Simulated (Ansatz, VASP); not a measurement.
## Ge in VASP and in Ansatz

POSCAR

```
Ge
1.0
    4.8119476379      0.0000000000      0.0000000000
   -2.4059738190      4.1672688961      0.0000000000
    0.0000000000      0.0000000000      2.6994579863
Ge
3
Direct
    1.0000000000      0.0000000000      0.0000000000
    0.3333333333      0.6666666667      0.5000000000
    0.6666666667      0.3333333333      0.5000000000
```

File INCAR.step1:

```
SYSTEM = Ge
PREC     = Accurate       ! precision mode
ENCUT    = 520            ! plane-wave cutoff, eV
ISMEAR   = -1             ! smearing method
SIGMA    = 0.1            ! smearing width, eV
LREAL    = .False.        ! projectors in reciprocal space
LASPH    = .True.         ! aspherical terms in the spheres
NELM     = 80             ! most SCF steps
NBANDS   = 28             ! bands
GGA      = PE             ! functional
ALGO     = Normal         ! electronic algorithm
EDIFF    = 1E-4           ! SCF threshold, eV
LWAVE    = .True.         ! write WAVECAR
LCHARG   = .False.        ! write CHGCAR
```

File INCAR.step2:

```
SYSTEM = Ge
PREC     = Accurate       ! precision mode
ENCUT    = 520            ! plane-wave cutoff, eV
EDIFF    = 1E-7           ! SCF threshold, eV
ISMEAR   = -1             ! smearing method
SIGMA    = 0.1            ! smearing width, eV
LREAL    = .False.        ! projectors in reciprocal space
LASPH    = .True.         ! aspherical terms in the spheres
NELM     = 80             ! most SCF steps
ALGO     = Normal         ! electronic algorithm
ISIF     = 2              ! what is computed and relaxed
LWAVE    = .False.        ! write WAVECAR
LCHARG   = .False.        ! write CHGCAR
METAGGA  = R2SCAN         ! meta-GGA
LMIXTAU  = .True.       
NBANDS   = 28             ! bands
ISTART   = 1
```

File KPOINTS:

```
Automatic mesh
0
Gamma
  9 9 13
  0 0 0
```

Input for Ansatz:

```yaml
crystal:
  lattice:
    - [4.8119476379, 0.0, 0.0]
    - [-2.405973819, 4.1672688961, 0.0]
    - [0.0, 0.0, 2.6994579863]
  atoms:
    - { symbol: Ge, position: [1.0, 0.0, 0.0] }
    - { symbol: Ge, position: [0.3333333333, 0.6666666667, 0.5] }
    - { symbol: Ge, position: [0.6666666667, 0.3333333333, 0.5] }
hamiltonian:
  xc: r2scan
  pseudopotentials:
    kind: paw
    azcp:
      Ge: "pseudopotentials/Ge.paw.azcp"
basis:
  ecutwfc: 500
  fft_grid_basis: typed
kpoints:
  mp_grid: { grid: [9, 9, 13], shift: [0, 0, 0] }
magnetization:
  spin_polarized: false
scf:
  occupations: { method: fermi_dirac, width: 0.1 }
  lower_state_search: "off"
output:
  stress: true
  write_density: true
  write_potential: true
  elf: true
  volumetric_format: npy
```

Alike in both runs: task single point; functional r2SCAN; k mesh 9 × 9 × 13; occupations fermi-dirac, width 0.1 eV; no spin polarisation.

|  | VASP | Ansatz |
| --- | --- | --- |
| version | VASP 6.6.1 | Ansatz 0.2.0 |
| potentials or method | VASP PAW PBE potentials, release 64 (Ge_d), cutoff 520 eV | plane waves (500 eV) with PAW, scalar-relativistic |
| valence electrons in the cell | 42 | 42 |

```tsv
	VASP	Ansatz	Ansatz less VASP
pressure (GPa)	3.1	3.2	+0.13
traceless stress, the component that is largest in VASP (GPa)	4.00	4.02	+0.021
```

VASP's potentials were made for PBE, not for r2SCAN. The functional is the same, so the differences come from potentials, cutoffs and numerics.
